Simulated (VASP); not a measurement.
Ta: single point with PBEsol

The system is Ta.

```
Ta
1.0
     4.98349    0.00000    0.00000
    -2.49174    4.31583    0.00000
     0.00000    0.00000    8.20275
Ta
8
Cartesian
  -0.7994 1.3846 0.0000
  1.5988 0.0000 0.0000
  1.6923 2.9312 0.0000
  -1.6923 2.9312 4.1014
  3.3847 0.0000 4.1014
  0.7994 1.3846 4.1014
  2.4917 1.4386 6.1521
  0.0000 2.8772 2.0507
```

```yaml
Program: VASP 6.6.1
Task: single point
Functional: PBEsol
Potentials_or_basis: VASP PAW PBE potentials, release 64 (Ta_pv)
Cutoff: 520 eV
k_mesh: 6 × 6 × 3
Occupations: fermi-dirac, width 0.15 eV
Spin: no spin polarisation
Dipole_correction: no
Further_INCAR_settings: ALGO = Normal; EDIFF = 1e-06; NBANDS = 54
```

```
Pressure               : 2.0 GPa
Largest force          : 0.051 eV/Å
Band gap on the k mesh : zero (bands 44 and 45 overlap by 0.45 eV)
```

Forces in eV/Å, atoms in the order of the input:
```
Ta  -0.025  0.044  0.000
Ta   0.051  0.000  0.000
Ta  -0.025 -0.044  0.000
Ta   0.025 -0.044  0.000
Ta  -0.051  0.000  0.000
Ta   0.025  0.044  0.000
Ta   0.000  0.000  0.000
Ta   0.000  0.000  0.000
```

Stress tensor (GPa, compression positive):
```
1.64 0.00 0.00
0.00 1.64 0.00
0.00 0.00 2.69
```

Levels at points of the mesh, in eV from the Fermi level:
```tsv
k point	band 40	band 41	band 42	band 43	band 44	band 45	band 46	band 47	band 48	band 49
(0.00, 0.00, 0.00)	-0.41	-0.41	-0.41	-0.29	-0.11	-0.09	0.08	0.08	0.67	0.75
(0.50, 0.00, 0.00)	-1.16	-0.88	-0.80	-0.70	-0.22	-0.18	-0.10	0.21	0.25	1.53
```

Run time: 4.3 min on 1 thread of AMD EPYC 7R43 64-Core Processor (Zen 3) (shared host), peak memory 0.3 GiB.

Caveat: the PAW data sets were made with another functional, which shifts forces and pressure a little; spin-orbit coupling is left out, which moves the levels of the heavy elements.
